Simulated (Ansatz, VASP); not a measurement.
One calculation of Ge, two programs

```
CELL_PARAMETERS angstrom
0.68953 3.21218 3.21218
3.21218 0.68953 3.21218
3.21218 3.21218 0.68953
ATOMIC_POSITIONS crystal
Ge 0.50000 0.50000 0.50000
Ge 0.75000 0.75000 0.75000
```

Alike in both runs: task single point; functional PBEsol; k mesh 16 × 16 × 16; occupations gaussian, width 0.15 eV; no spin polarisation.

|  | VASP | Ansatz |
| --- | --- | --- |
| version | VASP 6.6.1 | Ansatz 0.2.0 |
| potentials or method | VASP PAW PBE potentials, release 64 (Ge_d), cutoff 520 eV | scalar-relativistic, plane waves, PAW |
| valence electrons in the cell | 28 | 28 |

|  | VASP | Ansatz | Ansatz less VASP |
| --- | --- | --- | --- |
| gap on the k mesh at the Fermi level (eV) | none | none | - |
| pressure (GPa) | 10.6 | 10.7 | +0.10 |
| traceless stress, the component that is largest in VASP (GPa) | -8.40 | -8.39 | +0.011 |
| rms of the force components (eV/Å) | 0.963 | 0.971 | +0.0079 |

VASP's potentials were made for PBE, not for PBEsol. Atom by atom the forces differ by 0.008 eV/Å (rms over components). A gap of «none» marks a metal or a gap that the smearing closes.
